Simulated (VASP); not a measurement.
# Si2W in VASP: single point with r2SCAN

Aim: the single point of Si2W with r2SCAN.

Everything below comes from runs of VASP 6.6.1. Logs are shortened: lines on timing, memory, paths and dates and some standing lists are left out, and cuts for length are marked.

## 1. The cell of the first run

The cell holds a slab with vacuum, 9 atoms: a = 3.211 Å, b = 3.211 Å, c = 25.383 Å, α = 90.00°, β = 90.00°, γ = 90.00°.

## 2. Single point, r2SCAN

POSCAR

```
Si2W
1.0
    3.2112931008      0.0000000000      0.0000000000
    0.0000000000      3.2112931008      0.0000000000
    0.0000000000      0.0000000000     25.3828727967
Si W
6 3
Direct
    0.0000000000      0.0000000000      0.2954748290
    0.0000000000      0.0000000000      0.3970494862
    0.5000000000      0.5000000000      0.4492126714
    0.5000000000      0.5000000000      0.5507873286
    0.0000000000      0.0000000000      0.6029505138
    0.0000000000      0.0000000000      0.7045251710
    0.5000000000      0.5000000000      0.3462621576
    0.0000000000      0.0000000000      0.5000000000
    0.5000000000      0.5000000000      0.6537378424
```

INCAR.step1

```
ALGO = Normal
DIPOL = 0.5 0.5 0.500
EDIFF = 1E-4
ENCUT = 520
GGA = PE
IDIPOL = 3
ISMEAR = -1
LASPH = T
LCHARG = F
LDIPOL = T
LREAL = F
LWAVE = T
NBANDS = 43
NELM = 80
PREC = Accurate
SIGMA = 0.025
```

INCAR.step2

```
ALGO = Normal
DIPOL = 0.5 0.5 0.500
EDIFF = 1E-6
ENCUT = 520
IDIPOL = 3
ISIF = 2
ISMEAR = -1
ISTART = 1
LASPH = T
LCHARG = F
LDIPOL = T
LMIXTAU = T
LREAL = F
LWAVE = F
METAGGA = R2SCAN
NBANDS = 43
NELM = 80
PREC = Accurate
SIGMA = 0.025
```

KPOINTS

```
k-points
0
Gamma
  11 11 1
```

Potentials or basis: VASP PAW PBE potentials, release 64 (Si, W_sv).

Started as:

```bash
cat potpaw_PBE.64/Si/POTCAR potpaw_PBE.64/W_sv/POTCAR > POTCAR
cp INCAR.step1 INCAR
mpirun -np 1 vasp_std > vasp.out
cp INCAR.step2 INCAR
mpirun -np 1 vasp_std > vasp.out
```

OUTCAR:

```text
EDIFF = 1E-6
   ENCUT = 520
   ISIF = 2
   ISMEAR = -1
   ISTART = 1
   LASPH = T
   LREAL = F
   METAGGA = R2SCAN
   NELM = 80
   PREC = Accurate

 ion  position               nearest neighbor table
   1  0.000  0.000  0.295-   2 2.58   7 2.61   7 2.61   7 2.61   7 2.61
   2  0.000  0.000  0.397-   1 2.58   7 2.61   7 2.61   7 2.61   7 2.61   8 2.61   3 2.63   3 2.63
                             3 2.63   3 2.63
   3  0.500  0.500  0.449-   4 2.58   8 2.61   8 2.61   8 2.61   8 2.61   7 2.61   2 2.63   2 2.63
                             2 2.63   2 2.63
   4  0.500  0.500  0.551-   3 2.58   8 2.61   8 2.61   8 2.61   8 2.61   9 2.61   5 2.63   5 2.63
                             5 2.63   5 2.63
   5  0.000  0.000  0.603-   6 2.58   9 2.61   9 2.61   9 2.61   9 2.61   8 2.61   4 2.63   4 2.63
                             4 2.63   4 2.63
   6  0.000  0.000  0.705-   5 2.58   9 2.61   9 2.61   9 2.61   9 2.61
   7  0.500  0.500  0.346-   2 2.61   2 2.61   2 2.61   2 2.61   1 2.61   1 2.61   1 2.61   1 2.61
                             3 2.61
   8  0.000  0.000  0.500-   3 2.61   4 2.61   3 2.61   4 2.61   3 2.61   4 2.61   3 2.61   4 2.61
                             2 2.61   5 2.61
   9  0.500  0.500  0.654-   5 2.61   5 2.61   5 2.61   5 2.61   6 2.61   6 2.61   6 2.61   6 2.61
                             4 2.61

  LATTYP: Found a simple tetragonal cell.
 ALAT       =     3.2112931008
 C/A-ratio  =     7.9042528975

  Lattice vectors:

 A1 = (   3.2112931008,   0.0000000000,   0.0000000000)
 A2 = (   0.0000000000,   3.2112931008,   0.0000000000)
 A3 = (   0.0000000000,   0.0000000000,  25.3828727967)

Analysis of symmetry for initial positions (statically):
=====================================================================
 Subroutine PRICEL returns:
 Original cell was already a primitive cell.

 Routine SETGRP: Setting up the symmetry group for a
 simple tetragonal supercell.

 Subroutine GETGRP returns: Found 16 space group operations
 (whereof 16 operations were pure point group operations)
 out of a pool of 16 trial point group operations.

The static configuration has the point symmetry D_4h.

Analysis of symmetry for dynamics (positions and initial velocities):
=====================================================================
 Subroutine PRICEL returns:
 Original cell was already a primitive cell.

 Routine SETGRP: Setting up the symmetry group for a
 simple tetragonal supercell.

 Subroutine GETGRP returns: Found 16 space group operations
 (whereof 16 operations were pure point group operations)
 out of a pool of 16 trial point group operations.

The dynamic configuration has the point symmetry D_4h.

 Subroutine INISYM returns: Found 16 space group operations
 (whereof 16 operations are pure point group operations),
 and found     1 'primitive' translations

----------------------------------------------------------------------------------------

                                     Primitive cell

  volume of cell :     261.7584

  direct lattice vectors                    reciprocal lattice vectors
     3.211293101  0.000000000  0.000000000     0.311401036  0.000000000  0.000000000
     0.000000000  3.211293101  0.000000000     0.000000000  0.311401036  0.000000000
     0.000000000  0.000000000 25.382872797     0.000000000  0.000000000  0.039396644

  length of vectors
     3.211293101  3.211293101 25.382872797     0.311401036  0.311401036  0.039396644

  position of ions in fractional coordinates (direct lattice)
     0.000000000  0.000000000  0.295474829
     0.000000000  0.000000000  0.397049486
     0.500000000  0.500000000  0.449212671
     0.500000000  0.500000000  0.550787329
     0.000000000  0.000000000  0.602950514
     0.000000000  0.000000000  0.704525171
     0.500000000  0.500000000  0.346262158
     0.000000000  0.000000000  0.500000000
     0.500000000  0.500000000  0.653737842

  ion indices of the primitive-cell ions
   primitive index   ion index
                 1           1
                 2           2
                 3           3
                 4           4
                 5           5
                 6           6
                 7           7
                 8           8
                 9           9

----------------------------------------------------------------------------------------

 KPOINTS: k-points

Automatic generation of k-mesh.
 Grid dimensions read from file:
 generate k-points for:   11   11    1

 Generating k-lattice:

  Cartesian coordinates                     Fractional coordinates (reciprocal lattice)
     0.028309185  0.000000000  0.000000000     0.090909091  0.000000000  0.000000000
     0.000000000  0.028309185  0.000000000     0.000000000  0.090909091  0.000000000
     0.000000000  0.000000000  0.039396644     0.000000000  0.000000000  1.000000000

  Length of vectors
     0.028309185  0.028309185  0.039396644

  Shift w.r.t. Gamma in fractional coordinates (k-lattice)
     0.000000000  0.000000000  0.000000000

 Subroutine IBZKPT returns following result:
 ===========================================

 Found     21 irreducible k-points:

 Following reciprocal coordinates:
            Coordinates               Weight
  0.000000  0.000000  0.000000      1.000000
  0.090909  0.000000  0.000000      4.000000
  0.181818  0.000000  0.000000      4.000000
  0.272727  0.000000  0.000000      4.000000
  0.363636  0.000000  0.000000      4.000000
  0.454545  0.000000  0.000000      4.000000
[... 13 lines left out ...]
  0.454545  0.363636  0.000000      8.000000
  0.454545  0.454545  0.000000      4.000000
   k-points           NKPTS =     21   k-points in BZ     NKDIM =     21   number of bands    NBANDS=     43
   number of dos      NEDOS =    301   number of ions     NIONS =      9
   total plane-waves  NPLWV = 110592
   dimension x,y,z NGX =    24 NGY =   24 NGZ =  192
   dimension x,y,z NGXF=    48 NGYF=   48 NGZF=  384
   ions per type =               6   3
   NGX,Y,Z   is equivalent  to a cutoff of  12.42, 12.42, 12.58 a.u.
   NGXF,Y,Z  is equivalent  to a cutoff of  24.85, 24.85, 25.15 a.u.
 SYSTEM =  unknown system
   PREC   = accura    normal or accurate (medium, high low for compatibility)
   ISTART =      1    job   : 0-new  1-cont  2-samecut
   ICHARG =      0    charge: 1-file 2-atom 10-const
   ISPIN  =      1    spin polarized calculation?
   LNONCOLLINEAR =      F non collinear calculations
   LSORBIT =      F    spin-orbit coupling
   LASPH  =      T    aspherical Exc in radial PAW
   ENCUT  =  520.0 eV  38.22 Ry    6.18 a.u.   5.97  5.97 47.20*2*pi/ulx,y,z
   NELM   =     80;   NELMIN=  2; NELMDL=  0     # of ELM steps
   EDIFF  = 0.1E-05   stopping-criterion for ELM
   LREAL  =      F    real-space projection
   EDIFFG = 0.1E-04   stopping-criterion for IOM
   NSW    =      0    number of steps for IOM
   IBRION =     -1    ionic relax: 0-MD 1-quasi-New 2-CG
   NFREE  =      0    steps in history (QN), initial steepest desc. (CG)
   ISIF   =      2    stress and relaxation
   ISYM   =      2    0-nonsym 1-usesym 2-fastsym
   POTIM  = 0.5000    time-step for ionic-motion
   TEBEG  =    0.0;   TEEND  =   0.0 temperature during run
   PSTRESS=    0.0 pullay stress
   NELECT =      66.0000    total number of electrons
   NUPDOWN=      -1.0000    fix difference up-down
   EMIN   =  10.00;   EMAX   =-10.00  energy-range for DOS
   EFERMI =   0.00;   METHOD = LEGACY
   ISMEAR =    -1;   SIGMA  =   0.03  broadening in eV -4-tet -1-fermi 0-gaus
   EFERMI_NEDOS =   21; number of points for ismear=-14 and -15
   IALGO  =     38    algorithm
   IMIX   =      4    mixing-type and parameters
     AMIX     =   0.40;   BMIX     =  1.00
     AMIX_MAG =   1.60;   BMIX_MAG =  1.00
  volume/ion in A,a.u.               =      29.08       196.27
  Fermi-wavevector in a.u.,A,eV,Ry     =   1.034243  1.954436 14.553588  1.069659
  Thomas-Fermi vector in A             =   2.168529
   LORBIT       =      0    0 simple, 1 ext, 2 COOP (PROOUT), +10 PAW based schemes
   METAGGA = R2SCAN    functional components
   LHFCALC =     F    Hartree Fock is set to
   AEXX    =    0.0000 exact exchange contribution
   IVDW    =     0    specifies the selected vdW correction
   LEPSILON=     F    determine dielectric tensor
   LRPA    =     F    only Hartree local field effects (RPA)
 non-spin polarized calculation
  energy-cutoff  :      520.00
  volume of cell :      261.76
 maximum number of plane-waves:      7111
 NGX is ok and might be reduce to    24
   NGX = 11   NGY = 11   NGZ = 95

 number of electron      65.9999993 magnetization

 dipolmoment           0.000000      0.000000      0.000000 electrons x Angstroem

 Free energy of the ion-electron system (eV)
  ---------------------------------------------------
  ext. energy  EPLUGINS =         0.00000000
  ---------------------------------------------------
  free energy    TOTEN  =      -205.95815674 eV

  energy without entropy =     -205.95198670  energy(sigma->0) =     -205.95507172

 E-fermi :   2.9980     XC(G=0):  -6.9978

 val. band max:        2.9911474948   @ k =   0.3636   0.0000   0.0000
 cond. band min:       3.0075420146   @ k =   0.4545   0.0909   0.0000
 fundamental gap:      0.0163945198
 Fermi energy:         2.9979810457

 k-point     1 :       0.0000    0.0000    0.0000
  band No.  band energies     occupation
      1     -72.6216      2.00000
      2     -72.6216      2.00000
      3     -72.5406      2.00000
      4     -36.2629      2.00000
      5     -36.2623      2.00000
      6     -36.1944      2.00000
[... 35 lines left out ...]
     42       6.2597      0.00000
     43       6.8911      0.00000
[... 879 lines left out ...]
      3     -72.5234      2.00000
      4     -36.3914      2.00000
      5     -36.3914      2.00000
      6     -36.3909      2.00000
[... 35 lines left out ...]
     42       6.9270      0.00000
     43       7.1622      0.00000

------------------------ aborting loop because EDIFF is reached ----------------------------------------

 vacuum level on the upper side and lower side of the slab       (xc-potential included)        -0.013        -0.013

  FORCE on cell =-STRESS in cart. coord.  units (eV):
  Direction    XX          YY          ZZ          XY          YZ          ZX
  --------------------------------------------------------------------------------------
  -------------------------------------------------------------------------------------
  Total       -1.6433406     -1.6433406     -3.2253564      0.0000000      0.0000000     -0.0000000
  in kB      -10.0585989    -10.0585989    -19.7418401      0.0000000      0.0000000     -0.0000000
  external PRESSURE =     -13.2863460 kB  Pullay stress =       0.0000000 kB

 VOLUME and BASIS-vectors are now :
 -----------------------------------------------------------------------------
  energy-cutoff  :      520.00
  volume of cell :      261.76
      direct lattice vectors                 reciprocal lattice vectors
     3.211293101  0.000000000  0.000000000     0.311401036  0.000000000  0.000000000
     0.000000000  3.211293101  0.000000000     0.000000000  0.311401036  0.000000000
     0.000000000  0.000000000 25.382872797     0.000000000  0.000000000  0.039396644

 POSITION                                       TOTAL-FORCE (eV/Angst)
 -----------------------------------------------------------------------------------
      0.00000      0.00000      7.50000        -0.000000      0.000000      0.420483
      0.00000      0.00000     10.07826        -0.000000      0.000000     -0.305504
      1.60565      1.60565     11.40231        -0.000000     -0.000000     -0.438042
      1.60565      1.60565     13.98056         0.000000     -0.000000      0.438042
      0.00000      0.00000     15.30462        -0.000000      0.000000      0.305504
      0.00000      0.00000     17.88287         0.000000      0.000000     -0.420483
      1.60565      1.60565      8.78913        -0.000000      0.000000      0.197958
      0.00000      0.00000     12.69144        -0.000000      0.000000      0.000000
      1.60565      1.60565     16.59374         0.000000     -0.000000     -0.197958
 -----------------------------------------------------------------------------------
    total drift:                               -0.000000     -0.000000      0.000000

  FREE ENERGIE OF THE ION-ELECTRON SYSTEM (eV)
  ---------------------------------------------------
  free  energy   TOTEN  =      -205.9581567385 eV

  energy  without entropy=     -205.9519867036  energy(sigma->0) =     -205.95507172

 vacuum level on the upper side and lower side of the slab         7.644         7.644
```

It took 11 min on 1 thread of AMD EPYC 9R45 (Zen 5), shared host; peak memory 0.44 GiB.

Results:

* Free energy: -205.9582 eV
* Largest force: 0.438 eV/Å
* Band gap on the k mesh: zero (bands 33 and 34 overlap by 0.94 eV)

Forces on the atoms (eV/Å):
```
Si   0.000  0.000  0.420
Si   0.000  0.000 -0.306
Si   0.000  0.000 -0.438
Si   0.000  0.000  0.438
Si   0.000  0.000  0.306
Si   0.000  0.000 -0.420
W    0.000  0.000  0.198
W    0.000  0.000  0.000
W    0.000  0.000 -0.198
```

Caveat: the PAW data sets were made with another functional, which shifts forces and pressure a little; spin-orbit coupling is left out, which moves the levels of the heavy elements.
